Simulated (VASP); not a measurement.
Li:

```xyz
1
Lattice="-1.7547 1.7547 1.7547 1.7547 -1.7547 1.7547 1.7547 1.7547 -1.7547" Properties=species:S:1:pos:R:3 pbc="T T T"
Li    0.0000    0.0000    0.0000
```

```yaml
Program: VASP 6.6.1
Task: relaxation of cell and atoms
Functional: PBE
Dispersion: D3(BJ)
Potentials_or_basis: VASP PAW PBE potentials, release 64 (Li_sv)
Cutoff: 750 eV
k_mesh: 11 × 11 × 11, shifted
Occupations: fermi-dirac, width 0.1 eV
Spin: no spin polarisation
```

At the start: pressure -2.1 GPa; volume 21.61 Å³/atom.

Task: Where does the relaxation end?

Result: Over 4 steps the energy falls by 23.6 meV/atom and the volume is 18.26 Å³/atom (-15.5 %); space group Im-3m (No. 229, to 0.1 Å) before and after.

Step by step:
```
step  energy change (eV)  largest force (eV/Å)  pressure (GPa)  volume (Å³)
   1              0.0000                0.0000           -2.05        21.61
   2             -0.0099                0.0000           -1.65        20.76
   3             -0.0225                0.0000           -0.52        18.96
   4             -0.0236                0.0000            0.05        18.26
```

Final structure:
```cif
data_structure
_symmetry_space_group_name_H-M 'P 1'
_symmetry_Int_Tables_number 1
_cell_length_a 2.8734
_cell_length_b 2.8734
_cell_length_c 2.8734
_cell_angle_alpha 109.471
_cell_angle_beta 109.471
_cell_angle_gamma 109.471
_cell_volume 18.26
loop_
_atom_site_label
_atom_site_type_symbol
_atom_site_fract_x
_atom_site_fract_y
_atom_site_fract_z
_atom_site_occupancy
Li1 Li 0.00000 0.00000 0.00000 1
```

Caveat: the volume moved by over 15 % at a fixed basis, so the end points are rough.
